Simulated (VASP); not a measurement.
The system is LiSc.

```
CELL_PARAMETERS angstrom
3.59500 0.00000 0.00000
0.00000 3.59500 0.00000
0.00000 0.00000 3.59500
ATOMIC_POSITIONS crystal
Sc 0.00000 0.00000 0.00000
Li 0.50000 0.50000 0.50000
```

```yaml
Program: VASP 6.6.1
Task: relaxation of cell and atoms
Functional: LDA
Potentials_or_basis: VASP PAW LDA potentials, release 64 (Sc_sv, Li_sv)
Cutoff: 600 eV
k_mesh: 6 × 6 × 6
Occupations: fermi-dirac, width 0.05 eV
Spin: no spin polarisation
```

At the start: pressure -5.1 GPa; volume 23.23 Å³/atom.

Problem. How do energy, volume and symmetry change on relaxing?

Solution. Over 4 steps the energy falls by 68.0 meV/atom and the volume is 19.52 Å³/atom (-16.0 %); space group Pm-3m (No. 221, to 0.05 Å).

The path:
```tsv
step	energy change (eV)	largest force (eV/Å)	pressure (GPa)	volume (Å³)
1	0.0000	0.0000	-5.14	46.46
2	-0.1164	0.0000	-2.32	41.63
3	-0.1358	0.0000	-0.26	39.31
4	-0.1360	0.0000	0.01	39.04
```

Final structure:
```xyz
2
Lattice="3.3923 0.0000 0.0000 0.0000 3.3923 0.0000 0.0000 0.0000 3.3923" Properties=species:S:1:pos:R:3 pbc="T T T"
Sc    0.0000    0.0000    0.0000
Li    1.6961    1.6961    1.6961
```

Caveat: the cutoff is under 1.25 times the usual one of these potentials, so pressure, stress and relaxed cells hold a basis-set (Pulay) error; the volume moved by over 15 % at a fixed basis, so the end points are rough.
